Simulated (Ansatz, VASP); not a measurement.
# YTaP: VASP beside Ansatz

```
Y Ta P
1.0
     3.58680    0.00000    0.00000
     0.00000    3.58680    0.00000
     0.00000    0.00000    9.08050
Y Ta P
2 2 2
Direct
  0.00000 0.50000 0.90000
  0.50000 0.00000 0.10000
  0.00000 0.50000 0.33500
  0.50000 0.00000 0.66500
  0.00000 0.50000 0.61700
  0.50000 0.00000 0.38300
```

Alike in both runs: task single point; functional r2SCAN; k mesh 5 × 5 × 2; occupations gaussian, width 0.0157 eV; no spin polarisation; Hubbard terms Y d U = 5.0 eV.

|  | VASP | Ansatz |
| --- | --- | --- |
| version | VASP 6.6.1 | Ansatz 0.2.0 |
| potentials or method | VASP PAW PBE potentials, release 64 (Y_sv, Ta_pv, P), cutoff 520 eV | PAW plane waves |
| valence electrons in the cell | 54 | 58 |

|  | VASP | Ansatz | Ansatz less VASP |
| --- | --- | --- | --- |
| gap on the k mesh at the Fermi level (eV) | none | none | - |
| pressure (GPa) | 14.4 | 10.7 | -3.63 |
| traceless stress, the component that is largest in VASP (GPa) | 9.51 | 8.60 | -0.910 |
| rms of the force components (eV/Å) | 0.689 | 0.533 | -0.1563 |

VASP's potentials were made for PBE, not for r2SCAN. The programs project onto different local orbitals, so the same U acts differently, and such runs can settle in different states. Atom by atom the forces differ by 0.161 eV/Å (rms over components). A gap of «none» marks a metal or a gap that the smearing closes. VASP's potentials hold 54 valence electrons a cell and Ansatz's 58, so a difference there can come from the potentials and not from the codes. Ansatz's warnings: filled band counts differ across k points.

Neither program's run includes spin-orbit coupling.
